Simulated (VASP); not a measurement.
# LiRu12 (a cell with a defect) in VASP: single point with PBE

Aim: the single point of LiRu12 (a cell with a defect) with PBE.

Program: VASP 6.6.1. These are calculated values, not measurements. Logs are shortened: lines on timing, memory, paths and dates and some standing lists are left out, and cuts for length are marked.

**1. The cell of the first run**

The cell holds a defect, 13 atoms: a = 5.400 Å, b = 8.100 Å, c = 4.277 Å, α = 90.00°, β = 90.00°, γ = 120.00°.

**2. Single point, PBE**

Input file INCAR:

```
ALGO     = Normal         # electronic algorithm
EDIFF    = 1E-6           # SCF threshold, eV
ENCUT    = 520            # plane-wave cutoff, eV
GGA      = PE             # functional
ISIF     = 2              # what is computed and relaxed
ISMEAR   = -1             # smearing method
LASPH    = T              # aspherical terms in the spheres
LCHARG   = T              # write CHGCAR
LELF     = T              # ELF
LREAL    = F              # projectors in reciprocal space
LVHAR    = T            
LWAVE    = F              # write WAVECAR
NBANDS   = 98             # bands
NELM     = 100            # most SCF steps
PREC     = Accurate       # precision mode
SIGMA    = 0.1            # smearing width, eV
```

Input file KPOINTS:

```
k-points
0
Gamma
  3 2 3
```

Input file POSCAR:

```
LiRu12
1.0
    5.4000000000      0.0000000000      0.0000000000
   -4.0500000000      7.0148060000      0.0000000000
    0.0000000000      0.0000000000      4.2768000000
Ru Li
12 1
Direct
    0.0182699509      0.0000142556     -0.0353301534
    0.1512331579      0.2122368031      0.5073185559
    0.0009914683      0.3465812169     -0.0082772166
    0.1464728193      0.5350254875      0.4814347175
   -0.0313929794      0.6497970151      0.0079732510
    0.1698992891      0.8889768299      0.4437429854
    0.5470495024      0.0301647686      0.0385802469
    0.6590167239      0.2329358788      0.5329919566
    0.4665373570      0.3291609205      0.0316124205
    0.6512754219      0.5399721674      0.5136550692
    0.5187611075      0.6694839458      0.0085811822
    0.6984166983      0.8946790546      0.4817620651
    0.3244572625      0.7675479550      0.7405069211
```

Potentials or basis: VASP PAW PBE potentials, release 64 (Ru_pv, Li_sv).

On the command line:

```sh
> cat potpaw_PBE.64/Ru_pv/POTCAR potpaw_PBE.64/Li_sv/POTCAR > POTCAR
> mpirun -np 1 vasp_std > vasp.out
```

OUTCAR:

```text
EDIFF = 1E-6
   ENCUT = 520
   GGA = PE
   ISIF = 2
   ISMEAR = -1
   LASPH = T
   LREAL = F
   NELM = 100
   PREC = Accurate

 ion  position               nearest neighbor table
   1  0.018  0.000  0.965-   2 2.46   6 2.53  12 2.55   9 2.57  12 2.67   6 2.68   7 2.69  11 2.69
                             5 2.72   7 2.76   2 2.76   3 2.86
   2  0.151  0.212  0.507-   1 2.46  12 2.51   9 2.51   4 2.63   3 2.65   8 2.66  10 2.68   6 2.68
                             9 2.69   8 2.75   3 2.75   1 2.76
   3  0.001  0.347  0.992-   4 2.48   7 2.52   8 2.53   5 2.55   4 2.55   9 2.59   2 2.65  11 2.71
                             2 2.75   8 2.81   9 2.82   1 2.86
   4  0.146  0.535  0.481-  13 1.97   3 2.48   3 2.55   8 2.55   5 2.60   2 2.63  11 2.67  10 2.70
                            10 2.71   5 2.78   6 2.81  11 2.85  12 2.95
   5  0.969  0.650  0.008-  13 2.02   6 2.51  11 2.51   3 2.55  10 2.58   4 2.60  10 2.62   9 2.66
                             1 2.72   4 2.78  11 2.89   6 2.94   7 3.11
   6  0.170  0.889  0.444-  13 2.02   7 2.48   5 2.51   1 2.53  12 2.57   1 2.68   2 2.68   8 2.74
                             4 2.81  10 2.83  12 2.84   5 2.94   7 3.10
   7  0.547  0.030  0.039-  13 2.24   6 2.48   3 2.52  12 2.52   8 2.56   8 2.60   9 2.67   1 2.69
                             1 2.76  11 2.85  12 2.91   6 3.10   5 3.11
   8  0.659  0.233  0.533-  10 2.51   3 2.53   4 2.55   7 2.56   7 2.60   9 2.65   9 2.66   2 2.66
                             6 2.74   2 2.75   3 2.81  12 2.86
   9  0.467  0.329  0.032-   2 2.51  10 2.54   1 2.57   3 2.59  11 2.63   8 2.65   5 2.66   8 2.66
                             7 2.67  10 2.67   2 2.69   3 2.82
  10  0.651  0.540  0.514-   8 2.51   9 2.54   5 2.58  11 2.62   5 2.62  11 2.65   9 2.67   2 2.68
                             4 2.70   4 2.71  12 2.76   6 2.83
  11  0.519  0.669  0.009-  13 1.97   5 2.51  12 2.57  10 2.62   9 2.63  10 2.65   4 2.67   1 2.69
                             3 2.71  12 2.75   4 2.85   7 2.85   5 2.89
  12  0.698  0.895  0.482-  13 2.07   2 2.51   7 2.52   1 2.55  11 2.57   6 2.57   1 2.67  11 2.75
                            10 2.76   6 2.84   8 2.86   7 2.91   4 2.95
  13  0.324  0.768  0.741-  11 1.97   4 1.97   5 2.02   6 2.02  12 2.07   7 2.24

  LATTYP: Found a simple monoclinic cell.
 ALAT       =     5.4000000000
 B/A-ratio  =     0.7920000000
 C/A-ratio  =     1.3228756972
 COS(beta)  =    -0.1889822305

  Lattice vectors:

 A1 = (   5.4000000000,   0.0000000000,   0.0000000000)
 A2 = (   0.0000000000,   0.0000000000,   4.2768000000)
 A3 = (  -1.3500000000,  -7.0148060000,   0.0000000000)

Analysis of symmetry for initial positions (statically):
=====================================================================
 Subroutine PRICEL returns:
 Original cell was already a primitive cell.

 Routine SETGRP: Setting up the symmetry group for a
 simple monoclinic supercell.

 Subroutine GETGRP returns: Found  1 space group operations
 (whereof  1 operations were pure point group operations)
 out of a pool of  4 trial point group operations.

The static configuration has the point symmetry C_1 .

Analysis of symmetry for dynamics (positions and initial velocities):
=====================================================================
 Subroutine PRICEL returns:
 Original cell was already a primitive cell.

 Routine SETGRP: Setting up the symmetry group for a
 simple monoclinic supercell.

 Subroutine GETGRP returns: Found  1 space group operations
 (whereof  1 operations were pure point group operations)
 out of a pool of  4 trial point group operations.

The dynamic configuration has the point symmetry C_1 .

 Subroutine INISYM returns: Found  1 space group operations
 (whereof  1 operations are pure point group operations),
 and found     1 'primitive' translations

----------------------------------------------------------------------------------------

                                     Primitive cell

  volume of cell :     162.0050

  direct lattice vectors                    reciprocal lattice vectors
     5.400000000  0.000000000  0.000000000     0.185185185  0.106916713  0.000000000
    -4.050000000  7.014806000  0.000000000     0.000000000  0.142555617  0.000000000
     0.000000000  0.000000000  4.276800000     0.000000000  0.000000000  0.233819678

  length of vectors
     5.400000000  8.100000199  4.276800000     0.213833431  0.142555617  0.233819678
[... 69 lines left out ...]
|                                                                             |
 -----------------------------------------------------------------------------

 Subroutine IBZKPT returns following result:
 ===========================================

 Found     10 irreducible k-points:

 Following reciprocal coordinates:
            Coordinates               Weight
  0.000000  0.000000  0.000000      1.000000
  0.333333  0.000000  0.000000      2.000000
  0.000000  0.500000  0.000000      1.000000
  0.333333  0.500000  0.000000      2.000000
  0.000000  0.000000  0.333333      2.000000
  0.333333  0.000000  0.333333      2.000000
 -0.333333  0.000000  0.333333      2.000000
  0.000000  0.500000  0.333333      2.000000
  0.333333  0.500000  0.333333      2.000000
 -0.333333  0.500000  0.333333      2.000000
   k-points           NKPTS =     10   k-points in BZ     NKDIM =     10   number of bands    NBANDS=     98
   number of dos      NEDOS =    301   number of ions     NIONS =     13
   total plane-waves  NPLWV =  76800
   dimension x,y,z NGX =    40 NGY =   60 NGZ =   32
   dimension x,y,z NGXF=    80 NGYF=  120 NGZF=   64
   ions per type =              12   1
   NGX,Y,Z   is equivalent  to a cutoff of  12.31, 12.31, 12.44 a.u.
   NGXF,Y,Z  is equivalent  to a cutoff of  24.63, 24.63, 24.88 a.u.
 SYSTEM =  unknown system
   PREC   = accura    normal or accurate (medium, high low for compatibility)
   ISTART =      0    job   : 0-new  1-cont  2-samecut
   ICHARG =      2    charge: 1-file 2-atom 10-const
   ISPIN  =      1    spin polarized calculation?
   LNONCOLLINEAR =      F non collinear calculations
   LSORBIT =      F    spin-orbit coupling
   LASPH  =      T    aspherical Exc in radial PAW
   ENCUT  =  520.0 eV  38.22 Ry    6.18 a.u.  10.04 15.06  7.95*2*pi/ulx,y,z
   NELM   =    100;   NELMIN=  2; NELMDL= -5     # of ELM steps
   EDIFF  = 0.1E-05   stopping-criterion for ELM
   LREAL  =      F    real-space projection
   EDIFFG = 0.1E-04   stopping-criterion for IOM
   NSW    =      0    number of steps for IOM
   IBRION =     -1    ionic relax: 0-MD 1-quasi-New 2-CG
   NFREE  =      0    steps in history (QN), initial steepest desc. (CG)
   ISIF   =      2    stress and relaxation
   ISYM   =      2    0-nonsym 1-usesym 2-fastsym
   POTIM  = 0.5000    time-step for ionic-motion
   TEBEG  =    0.0;   TEEND  =   0.0 temperature during run
   PSTRESS=    0.0 pullay stress
   NELECT =     171.0000    total number of electrons
   NUPDOWN=      -1.0000    fix difference up-down
   EMIN   =  10.00;   EMAX   =-10.00  energy-range for DOS
   EFERMI =   0.00;   METHOD = LEGACY
   ISMEAR =    -1;   SIGMA  =   0.10  broadening in eV -4-tet -1-fermi 0-gaus
   EFERMI_NEDOS =   21; number of points for ismear=-14 and -15
   IALGO  =     38    algorithm
   IMIX   =      4    mixing-type and parameters
     AMIX     =   0.40;   BMIX     =  1.00
     AMIX_MAG =   1.60;   BMIX_MAG =  1.00
  volume/ion in A,a.u.               =      12.46        84.10
  Fermi-wavevector in a.u.,A,eV,Ry     =   1.666853  3.149896 37.802432  2.778400
  Thomas-Fermi vector in A             =   2.752977
   LORBIT       =      0    0 simple, 1 ext, 2 COOP (PROOUT), +10 PAW based schemes
   GGA     = PE    functional components
   LHFCALC =     F    Hartree Fock is set to
   AEXX    =    0.0000 exact exchange contribution
   IVDW    =     0    specifies the selected vdW correction
   LEPSILON=     F    determine dielectric tensor
   LRPA    =     F    only Hartree local field effects (RPA)
 non-spin polarized calculation
  energy-cutoff  :      520.00
  volume of cell :      162.00
 maximum number of plane-waves:      4386
   NGX = 21   NGY = 31   NGZ = 15

 number of electron     171.0000015 magnetization

 Free energy of the ion-electron system (eV)
  ---------------------------------------------------
  ext. energy  EPLUGINS =         0.00000000
  ---------------------------------------------------
  free energy    TOTEN  =      -106.32049825 eV

  energy without entropy =     -105.98014247  energy(sigma->0) =     -106.15032036

 E-fermi :  13.3832     XC(G=0): -14.2373

 val. band max:       13.3558484296   @ k =   0.3333   0.0000   0.3333
 cond. band min:      13.4387834616   @ k =  -0.3333   0.5000   0.3333
 fundamental gap:      0.0829350320
 Fermi energy:        13.3832036500

 k-point     1 :       0.0000    0.0000    0.0000
  band No.  band energies     occupation
      1     -32.4596      2.00000
      2     -30.4889      2.00000
      3     -30.2483      2.00000
      4     -30.2272      2.00000
      5     -30.1974      2.00000
      6     -30.1339      2.00000
[... 989 lines left out ...]
     96      14.7953      0.00000
     97      14.9403      0.00000
 [bands above 97 left out]

------------------------ aborting loop because EDIFF is reached ----------------------------------------

  FORCE on cell =-STRESS in cart. coord.  units (eV):
  Direction    XX          YY          ZZ          XY          YZ          ZX
  --------------------------------------------------------------------------------------
  -------------------------------------------------------------------------------------
  Total       29.6940619     32.2025924     29.5659085      1.9718541     -1.2843266      2.0492574
  in kB      293.6647549    318.4733170    292.3973589     19.5010055    -12.7015789     20.2664989
  external PRESSURE =     301.5118103 kB  Pullay stress =       0.0000000 kB

 VOLUME and BASIS-vectors are now :
 -----------------------------------------------------------------------------
  energy-cutoff  :      520.00
  volume of cell :      162.00
      direct lattice vectors                 reciprocal lattice vectors
     5.400000000  0.000000000  0.000000000     0.185185185  0.106916713  0.000000000
    -4.050000000  7.014806000  0.000000000     0.000000000  0.142555617  0.000000000
     0.000000000  0.000000000  4.276800000     0.000000000  0.000000000  0.233819678

 POSITION                                       TOTAL-FORCE (eV/Angst)
 -----------------------------------------------------------------------------------
      0.09860      0.00010      4.12570        -0.393633     -0.739120      0.823335
     -0.04290      1.48880      2.16970        -0.137699      0.989701     -0.232503
     -1.39830      2.43120      4.24140         0.646955     -1.358487     -0.002411
     -1.37590      3.75310      2.05900         0.435319     -0.093185     -1.015349
      2.59880      4.55820      0.03410        -0.626553     -0.440625      1.095047
     -2.68290      6.23600      1.89780        -1.101384      0.606446      0.687277
      2.83190      0.21160      0.16500        -0.434389     -0.943586     -1.087053
      2.61530      1.63400      2.27950         0.420333     -1.206144     -0.413704
      1.18620      2.30900      0.13520         1.317335      0.513864     -1.551069
      1.33000      3.78780      2.19680        -0.596582      1.337066     -0.088954
      0.08990      4.69630      0.03670         0.726029     -1.077729      1.364131
      0.14800      6.27600      2.06040         0.268922      0.286252     -0.280376
     -1.35650      5.38420      3.16700        -0.524653      2.125546      0.701630
 -----------------------------------------------------------------------------------
    total drift:                                0.000335     -0.000161      0.000538

  FREE ENERGIE OF THE ION-ELECTRON SYSTEM (eV)
  ---------------------------------------------------
  free  energy   TOTEN  =      -106.3204982490 eV

  energy  without entropy=     -105.9801424712  energy(sigma->0) =     -106.15032036
```

It took 4.1 min on 1 thread of Intel Xeon Platinum 8488C (Sapphire Rapids), shared host; peak memory 0.32 GiB.

Results:

```
Free energy            : -106.3205 eV
Largest force          : 2.299 eV/Å
Band gap on the k mesh : zero (an odd number of electrons rules out a gap without spin polarisation)
```

Forces on the atoms (eV/Å):
```
Ru  -0.394 -0.739  0.823
Ru  -0.138  0.990 -0.233
Ru   0.647 -1.358 -0.002
Ru   0.435 -0.093 -1.015
Ru  -0.627 -0.441  1.095
Ru  -1.101  0.606  0.687
Ru  -0.434 -0.944 -1.087
Ru   0.420 -1.206 -0.414
Ru   1.317  0.514 -1.551
Ru  -0.597  1.337 -0.089
Ru   0.726 -1.078  1.364
Ru   0.269  0.286 -0.280
Li  -0.525  2.126  0.702
```

Caveat: the k points lie up to 0.49 Å⁻¹ apart, too coarse for converged energies and pressures of a metal; the cutoff is under 1.25 times the usual one of these potentials, so pressure, stress and relaxed cells hold a basis-set (Pulay) error; the atoms stand as in a frame of molecular dynamics.
